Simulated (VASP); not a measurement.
# CsCdCl3 (P4mm) in VASP: notebook

Runs on CsCdCl3. Level: LDA. Tasks: single point.

All numbers are computed with VASP 6.6.1; they aren't measurements. Logs are shortened: lines on timing, memory, paths and dates and some standing lists are left out, and cuts for length are marked.

### Step 1. The cell of the first run

It takes space group P4mm (No. 99, tetragonal). The conventional cell has a = 5.200 Å, b = 5.200 Å, c = 5.200 Å, α = 90.00°, β = 90.00°, γ = 90.00°. Within 4.7 Å of Cs (site symmetry 4mm) lie 12 Cl at 3.61 to 3.75 Å and 8 Cd at 4.50 Å. Within 3.3 Å of Cd (site symmetry 4mm) lie 6 Cl at 2.50 to 2.70 Å. Within 3.3 Å of Cl (site symmetry 4mm) lie 2 Cd at 2.50 to 2.70 Å. Cl (site symmetry 2mm) has 2 Cd at 2.60 Å within 3.4 Å.

### Step 2. Single point, LDA (all Cl atoms moved -0.100 Å, as atom 3 along Cartesian [1 0 0])

Input file INCAR:

```
SYSTEM = CsCdCl3
PREC = Accurate
ENCUT = 520
EDIFF = 1E-6
ISMEAR = 0
SIGMA = 0.05
LREAL = .FALSE.
LASPH = .TRUE.
NELM = 100
ALGO = Normal
ISIF = 2
LWAVE = .FALSE.
LCHARG = .FALSE.
NBANDS = 29
```

Input file KPOINTS:

```
regular mesh
0
G
  6 6 6
  0 0 0
```

Input file POSCAR:

```
CsCdCl3
1.0
    5.2000000000      0.0000000000      0.0000000000
    0.0000000000      5.2000000000      0.0000000000
    0.0000000000      0.0000000000      5.2000000000
Cs Cd Cl
1 1 3
Direct
    0.0000000000      0.0000000000      0.0000000000
    0.5000000000      0.5000000000      0.5000000000
   -0.0192307692      0.5000000000      0.5000000000
    0.4807692308      0.0000000000      0.5000000000
    0.4807692308      0.5000000000      0.0000000000
```

Potentials or basis: VASP PAW LDA potentials, release 64 (Cs_sv, Cd, Cl).

On the command line:

```console
$ cat potpaw_LDA.64/Cs_sv/POTCAR potpaw_LDA.64/Cd/POTCAR potpaw_LDA.64/Cl/POTCAR > POTCAR
$ mpirun -np 1 vasp_std > vasp.out
```

OUTCAR:

```text
SYSTEM = CsCdCl3
   PREC = Accurate
   ENCUT = 520
   EDIFF = 1E-6
   ISMEAR = 0
   LREAL = .FALSE.
   LASPH = .TRUE.
   NELM = 100
   ISIF = 2

 ion  position               nearest neighbor table
   1  0.000  0.000  0.000-
   2  0.500  0.500  0.500-   3 2.50   4 2.60   5 2.60   5 2.60   4 2.60   3 2.70
   3  0.981  0.500  0.500-   2 2.50   2 2.70
   4  0.481  0.000  0.500-   2 2.60   2 2.60
   5  0.481  0.500  0.000-   2 2.60   2 2.60

  LATTYP: Found a simple cubic cell.
 ALAT       =     5.2000000000

  Lattice vectors:

 A1 = (   5.2000000000,   0.0000000000,   0.0000000000)
 A2 = (   0.0000000000,   5.2000000000,   0.0000000000)
 A3 = (   0.0000000000,   0.0000000000,   5.2000000000)

Analysis of symmetry for initial positions (statically):
=====================================================================
 Subroutine PRICEL returns:
 Original cell was already a primitive cell.

 Routine SETGRP: Setting up the symmetry group for a
 simple cubic supercell.

 Subroutine GETGRP returns: Found  8 space group operations
 (whereof  8 operations were pure point group operations)
 out of a pool of 48 trial point group operations.

The static configuration has the point symmetry C_4v.

Analysis of symmetry for dynamics (positions and initial velocities):
=====================================================================
 Subroutine PRICEL returns:
 Original cell was already a primitive cell.

 Routine SETGRP: Setting up the symmetry group for a
 simple cubic supercell.

 Subroutine GETGRP returns: Found  8 space group operations
 (whereof  8 operations were pure point group operations)
 out of a pool of 48 trial point group operations.

The dynamic configuration has the point symmetry C_4v.

 Subroutine INISYM returns: Found  8 space group operations
 (whereof  8 operations are pure point group operations),
 and found     1 'primitive' translations

----------------------------------------------------------------------------------------

                                     Primitive cell

  volume of cell :     140.6080

  direct lattice vectors                    reciprocal lattice vectors
     5.200000000  0.000000000  0.000000000     0.192307692  0.000000000  0.000000000
     0.000000000  5.200000000  0.000000000     0.000000000  0.192307692  0.000000000
     0.000000000  0.000000000  5.200000000     0.000000000  0.000000000  0.192307692

  length of vectors
     5.200000000  5.200000000  5.200000000     0.192307692  0.192307692  0.192307692

  position of ions in fractional coordinates (direct lattice)
     0.000000000  0.000000000  0.000000000
     0.500000000  0.500000000  0.500000000
     0.980769231  0.500000000  0.500000000
     0.480769231  0.000000000  0.500000000
     0.480769231  0.500000000  0.000000000

  ion indices of the primitive-cell ions
   primitive index   ion index
                 1           1
                 2           2
                 3           3
                 4           4
                 5           5

----------------------------------------------------------------------------------------

 KPOINTS: regular mesh

Automatic generation of k-mesh.
 Grid dimensions read from file:
 generate k-points for:    6    6    6

 Generating k-lattice:

  Cartesian coordinates                     Fractional coordinates (reciprocal lattice)
     0.032051282  0.000000000  0.000000000     0.166666667  0.000000000  0.000000000
     0.000000000  0.032051282  0.000000000     0.000000000  0.166666667  0.000000000
     0.000000000  0.000000000  0.032051282     0.000000000  0.000000000  0.166666667

  Length of vectors
     0.032051282  0.032051282  0.032051282

  Shift w.r.t. Gamma in fractional coordinates (k-lattice)
     0.000000000  0.000000000  0.000000000

 Subroutine IBZKPT returns following result:
 ===========================================

 Found     40 irreducible k-points:

 Following reciprocal coordinates:
            Coordinates               Weight
  0.000000  0.000000  0.000000      1.000000
  0.166667  0.000000  0.000000      2.000000
  0.000000  0.166667  0.000000      4.000000
  0.333333  0.000000  0.000000      2.000000
  0.000000  0.333333  0.000000      4.000000
  0.500000  0.000000  0.000000      1.000000
[... 16 lines left out ...]
  0.166667  0.166667  0.166667      8.000000
  0.333333  0.166667  0.166667      8.000000
 [... further k-points ...]
   k-points           NKPTS =     40   k-points in BZ     NKDIM =     40   number of bands    NBANDS=     29
   number of dos      NEDOS =    301   number of ions     NIONS =      5
   total plane-waves  NPLWV =  64000
   dimension x,y,z NGX =    40 NGY =   40 NGZ =   40
   dimension x,y,z NGXF=    80 NGYF=   80 NGZF=   80
   ions per type =               1   1   3
   NGX,Y,Z   is equivalent  to a cutoff of  12.79, 12.79, 12.79 a.u.
   NGXF,Y,Z  is equivalent  to a cutoff of  25.58, 25.58, 25.58 a.u.
 SYSTEM =  CsCdCl3
   PREC   = accura    normal or accurate (medium, high low for compatibility)
   ISTART =      0    job   : 0-new  1-cont  2-samecut
   ICHARG =      2    charge: 1-file 2-atom 10-const
   ISPIN  =      1    spin polarized calculation?
   LNONCOLLINEAR =      F non collinear calculations
   LSORBIT =      F    spin-orbit coupling
   LASPH  =      T    aspherical Exc in radial PAW
   ENCUT  =  520.0 eV  38.22 Ry    6.18 a.u.   9.67  9.67  9.67*2*pi/ulx,y,z
   NELM   =    100;   NELMIN=  2; NELMDL= -5     # of ELM steps
   EDIFF  = 0.1E-05   stopping-criterion for ELM
   LREAL  =      F    real-space projection
   EDIFFG = 0.1E-04   stopping-criterion for IOM
   NSW    =      0    number of steps for IOM
   IBRION =     -1    ionic relax: 0-MD 1-quasi-New 2-CG
   NFREE  =      0    steps in history (QN), initial steepest desc. (CG)
   ISIF   =      2    stress and relaxation
   ISYM   =      2    0-nonsym 1-usesym 2-fastsym
   POTIM  = 0.5000    time-step for ionic-motion
   TEBEG  =    0.0;   TEEND  =   0.0 temperature during run
   PSTRESS=    0.0 pullay stress
   NELECT =      42.0000    total number of electrons
   NUPDOWN=      -1.0000    fix difference up-down
   EMIN   =  10.00;   EMAX   =-10.00  energy-range for DOS
   EFERMI =   0.00;   METHOD = LEGACY
   ISMEAR =     0;   SIGMA  =   0.05  broadening in eV -4-tet -1-fermi 0-gaus
   EFERMI_NEDOS =   21; number of points for ismear=-14 and -15
   IALGO  =     38    algorithm
   IMIX   =      4    mixing-type and parameters
     AMIX     =   0.40;   BMIX     =  1.00
     AMIX_MAG =   1.60;   BMIX_MAG =  1.00
  volume/ion in A,a.u.               =      28.12       189.77
  Fermi-wavevector in a.u.,A,eV,Ry     =   1.094346  2.068014 16.294239  1.197593
  Thomas-Fermi vector in A             =   2.230649
   LORBIT       =      0    0 simple, 1 ext, 2 COOP (PROOUT), +10 PAW based schemes
   GGA     = CA    functional components
   LHFCALC =     F    Hartree Fock is set to
   AEXX    =    0.0000 exact exchange contribution
   IVDW    =     0    specifies the selected vdW correction
   LEPSILON=     F    determine dielectric tensor
   LRPA    =     F    only Hartree local field effects (RPA)
 non-spin polarized calculation
 Gauss-broadening in eV      SIGMA  =   0.05
  energy-cutoff  :      520.00
  volume of cell :      140.61
 maximum number of plane-waves:      3840
 NGX is ok and might be reduce to    40
   NGX = 19   NGY = 19   NGZ = 19

 number of electron      42.0000009 magnetization

 Free energy of the ion-electron system (eV)
  ---------------------------------------------------
  ext. energy  EPLUGINS =         0.00000000
  ---------------------------------------------------
  free energy    TOTEN  =       -16.78902955 eV

  energy without entropy =      -16.78902955  energy(sigma->0) =      -16.78902955

 E-fermi :   0.1702     XC(G=0):  -9.1382

 val. band max:       -0.1030932045   @ k =   0.5000   0.5000   0.5000
 cond. band min:       1.4572303941   @ k =   0.0000   0.0000   0.0000
 fundamental gap:      1.5603235985
 Fermi energy:         0.1702317893

 k-point     1 :       0.0000    0.0000    0.0000
  band No.  band energies     occupation
      1     -19.0305      2.00000
      2     -13.6546      2.00000
      3     -13.1114      2.00000
      4     -13.0871      2.00000
      5      -6.6708      2.00000
      6      -6.6708      2.00000
[... 21 lines left out ...]
     28       7.0790      0.00000
     29      10.9804      0.00000

 k-point     2 :       0.1667    0.0000    0.0000
  band No.  band energies     occupation
      1     -19.0281      2.00000
      2     -13.6200      2.00000
      3     -13.1249      2.00000
      4     -13.0855      2.00000
      5      -6.6878      2.00000
      6      -6.6878      2.00000
[... 21 lines left out ...]
     28       7.3580      0.00000
     29      10.5031      0.00000

 k-point     3 :       0.0000    0.1667    0.0000
  band No.  band energies     occupation
      1     -19.0280      2.00000
      2     -13.6229      2.00000
      3     -13.1134      2.00000
      4     -13.0944      2.00000
      5      -6.6929      2.00000
      6      -6.6765      2.00000
[... 21 lines left out ...]
     28       7.3652      0.00000
     29      10.4562      0.00000

 k-point     4 :       0.3333    0.0000    0.0000
  band No.  band energies     occupation
      1     -19.0231      2.00000
      2     -13.5450      2.00000
      3     -13.1557      2.00000
      4     -13.0824      2.00000
      5      -6.9838      2.00000
      6      -6.7193      2.00000
[... 21 lines left out ...]
     28       8.0609      0.00000
     29       9.2323      0.00000

 k-point     5 :       0.0000    0.3333    0.0000
  band No.  band energies     occupation
      1     -19.0230      2.00000
      2     -13.5558      2.00000
      3     -13.1290      2.00000
      4     -13.0991      2.00000
      5      -6.9696      2.00000
      6      -6.7132      2.00000
[... 21 lines left out ...]
     28       8.0806      0.00000
     29       9.2043      0.00000
[... 510 lines left out ...]
     28       8.6765      0.00000
     29       8.7243      0.00000

 k-point    22 :       0.0000    0.5000    0.5000
  band No.  band energies     occupation
      1     -19.0128      2.00000
      2     -13.3210      2.00000
      3     -13.1538      2.00000
      4     -13.1538      2.00000
      5      -7.2566      2.00000
      6      -6.9098      2.00000
[... 21 lines left out ...]
     28       8.6985      0.00000
     29       8.7000      0.00000

 k-point    23 :       0.1667    0.1667    0.1667
  band No.  band energies     occupation
      1     -19.0235      2.00000
      2     -13.5516      2.00000
      3     -13.1252      2.00000
      4     -13.1018      2.00000
      5      -6.7198      2.00000
      6      -6.7145      2.00000
[... 21 lines left out ...]
     28       7.8387      0.00000
     29       9.6257      0.00000

 k-point    24 :       0.3333    0.1667    0.1667
  band No.  band energies     occupation
      1     -19.0191      2.00000
      2     -13.4678      2.00000
      3     -13.1565      2.00000
      4     -13.0973      2.00000
      5      -7.0152      2.00000
      6      -6.7500      2.00000
[... 21 lines left out ...]
     28       8.3779      0.00000
     29       8.9871      0.00000

 [... further k-points ...]
[... 5 lines left out ...]
  --------------------------------------------------------------------------------------
  -------------------------------------------------------------------------------------
  Total       -1.0897227     -1.4815193     -1.4815193      0.0000000      0.0000000      0.0000000
  in kB      -12.4169963    -16.8813769    -16.8813769      0.0000000      0.0000000      0.0000000
  external PRESSURE =     -15.3932500 kB  Pullay stress =       0.0000000 kB

 VOLUME and BASIS-vectors are now :
 -----------------------------------------------------------------------------
  energy-cutoff  :      520.00
  volume of cell :      140.61
      direct lattice vectors                 reciprocal lattice vectors
     5.200000000  0.000000000  0.000000000     0.192307692  0.000000000  0.000000000
     0.000000000  5.200000000  0.000000000     0.000000000  0.192307692  0.000000000
     0.000000000  0.000000000  5.200000000     0.000000000  0.000000000  0.192307692

 POSITION                                       TOTAL-FORCE (eV/Angst)
 -----------------------------------------------------------------------------------
      0.00000      0.00000      0.00000        -0.056416     -0.000000      0.000000
      2.60000      2.60000      2.60000        -0.328440     -0.000000      0.000000
      5.10000      2.60000      2.60000         0.406218      0.000000     -0.000000
      2.50000      0.00000      2.60000        -0.010681     -0.000000      0.000000
      2.50000      2.60000      0.00000        -0.010681     -0.000000      0.000000
 -----------------------------------------------------------------------------------
    total drift:                                0.000104     -0.000000      0.000006

  FREE ENERGIE OF THE ION-ELECTRON SYSTEM (eV)
  ---------------------------------------------------
  free  energy   TOTEN  =       -16.7890295477 eV

  energy  without entropy=      -16.7890295477  energy(sigma->0) =      -16.78902955
```

Wall time 2.4 min (1 thread of Intel Xeon Platinum 8259CL at 2.50GHz (Skylake/Cascade Lake), shared host); peak memory 0.29 GiB.

What came out:

```
Free energy            : -16.7890 eV
Pressure               : -1.5 GPa
Largest force          : 0.406 eV/Å
Band gap on the k mesh : 1.56 eV (least direct gap 2.13 eV)
```

Forces on the atoms (eV/Å):
```
Cs  -0.056  0.000  0.000
Cd  -0.328  0.000  0.000
Cl   0.406  0.000  0.000
Cl  -0.011  0.000  0.000
Cl  -0.011  0.000  0.000
```

Levels at points of the mesh, in eV from the valence-band top:
| k point | band 19 | band 20 | band 21 | band 22 | band 23 | band 24 |
| --- | --- | --- | --- | --- | --- | --- |
| (0.00, 0.00, 0.00) | -0.57 | -0.57 | -0.57 | 1.56 | 5.57 | 5.90 |
| (0.50, 0.00, 0.00) | -0.91 | -0.84 | -0.84 | 4.27 | 6.93 | 7.23 |
| (0.00, 0.50, 0.00) | -0.90 | -0.85 | -0.84 | 4.29 | 6.92 | 7.22 |
| (0.50, 0.50, 0.00) | -1.05 | -0.30 | -0.01 | 6.05 | 7.05 | 7.11 |
| (0.00, 0.50, 0.50) | -1.06 | -0.29 | -0.01 | 6.08 | 7.07 | 7.07 |
| (0.50, 0.50, 0.50) | -0.27 | -0.01 | 0.00 | 5.68 | 5.68 | 5.69 |

Caveat: the cell differs from its parent crystal (all Cl atoms moved -0.100 Å, as atom 3 along Cartesian [1 0 0]); spin-orbit coupling is left out, which moves the levels of the heavy elements.

### Step 3. Single point, LDA (all Cl atoms moved +0.075 Å, as atom 3 along Cartesian [1 0 0])

Input file INCAR:

```
PREC = Accurate
ENCUT = 520
EDIFF = 1E-7
ISMEAR = 0
SIGMA = 0.05
LREAL = False
LASPH = True
NELM = 60
ALGO = Normal
ISIF = 2
LWAVE = False
LCHARG = False
GGA = CA
NBANDS = 29
```

Input file KPOINTS:

```
regular mesh
0
Gamma
  6 6 6
```

Input file POSCAR:

```
CsCdCl3
1.0
    5.2000000000      0.0000000000      0.0000000000
    0.0000000000      5.2000000000      0.0000000000
    0.0000000000      0.0000000000      5.2000000000
Cs Cd Cl
1 1 3
Direct
    0.0000000000      0.0000000000      0.0000000000
    0.5000000000      0.5000000000      0.5000000000
    0.0144230769      0.5000000000      0.5000000000
    0.5144230769      0.0000000000      0.5000000000
    0.5144230769      0.5000000000      0.0000000000
```

Potentials or basis: VASP PAW LDA potentials, release 64 (Cs_sv, Cd, Cl).

On the command line:

```console
$ cat potpaw_LDA.64/Cs_sv/POTCAR potpaw_LDA.64/Cd/POTCAR potpaw_LDA.64/Cl/POTCAR > POTCAR
$ mpirun -np 1 vasp_std > vasp.out
```

Wall time 2.3 min (1 thread of Intel Xeon Platinum 8259CL at 2.50GHz (Skylake/Cascade Lake), shared host); peak memory 0.3 GiB.

The run converged. Its results:

```yaml
Free_energy: -16.7973 eV
Pressure: -1.6 GPa
Largest_force: 0.297 eV/Å
Band_gap_on_the_k_mesh: 1.55 eV (least direct gap 2.12 eV)
```

Forces on the atoms (eV/Å):
```
Cs   0.042  0.000  0.000
Cd   0.238  0.000  0.000
Cl  -0.297  0.000  0.000
Cl   0.008  0.000  0.000
Cl   0.008  0.000  0.000
```

Stress tensor (GPa, compression positive):
```
-1.44  0.00  0.00
 0.00 -1.69  0.00
 0.00  0.00 -1.69
```

Levels at points of the mesh, in eV from the valence-band top:
| k point | band 19 | band 20 | band 21 | band 22 | band 23 | band 24 |
| --- | --- | --- | --- | --- | --- | --- |
| (0.00, 0.00, 0.00) | -0.58 | -0.58 | -0.57 | 1.55 | 5.57 | 5.89 |
| (0.50, 0.00, 0.00) | -0.91 | -0.85 | -0.85 | 4.27 | 6.93 | 7.23 |
| (0.00, 0.50, 0.00) | -0.91 | -0.85 | -0.85 | 4.29 | 6.92 | 7.22 |
| (0.50, 0.50, 0.00) | -1.06 | -0.30 | -0.01 | 6.06 | 7.05 | 7.09 |
| (0.00, 0.50, 0.50) | -1.06 | -0.29 | -0.01 | 6.07 | 7.07 | 7.07 |
| (0.50, 0.50, 0.50) | -0.27 | -0.01 | 0.00 | 5.67 | 5.67 | 5.68 |

Caveat: the cell differs from its parent crystal (all Cl atoms moved +0.075 Å, as atom 3 along Cartesian [1 0 0]); spin-orbit coupling is left out, which moves the levels of the heavy elements.
